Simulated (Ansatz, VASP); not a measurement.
## Si in VASP and in Ansatz

```
Si
1.0
    -2.25100    2.36850    1.27500
     2.25100   -2.36850    1.27500
     2.25100    2.36850   -1.27500
Si
2
Direct
  0.80700 0.55700 0.25000
  0.19300 0.44300 0.75000
```

Alike in both runs: task single point; functional LDA; k mesh 16 × 16 × 16; occupations fermi-dirac, width 0.05 eV; no spin polarisation.

|  | VASP | Ansatz |
| --- | --- | --- |
| version | VASP 6.6.1 | Ansatz 0.2.0 |
| potentials or method | VASP PAW LDA potentials, release 64 (Si), cutoff 520 eV | all-electron LAPW, scalar-relativistic |

|  | VASP | Ansatz | Ansatz less VASP |
| --- | --- | --- | --- |
| pressure (GPa) | 11.0 | 10.8 | -0.17 |
| traceless stress, the component that is largest in VASP (GPa) | 1.47 | 1.43 | -0.044 |
| rms of the force components (eV/Å) | 0.009 | 0.009 | +0.0001 |

LDA's correlation is that of Perdew and Zunger in VASP and of Perdew and Wang (1992) in Ansatz. Atom by atom the forces differ by 0.000 eV/Å (rms over components). Ansatz ran all-electron here, and VASP with PAW potentials.
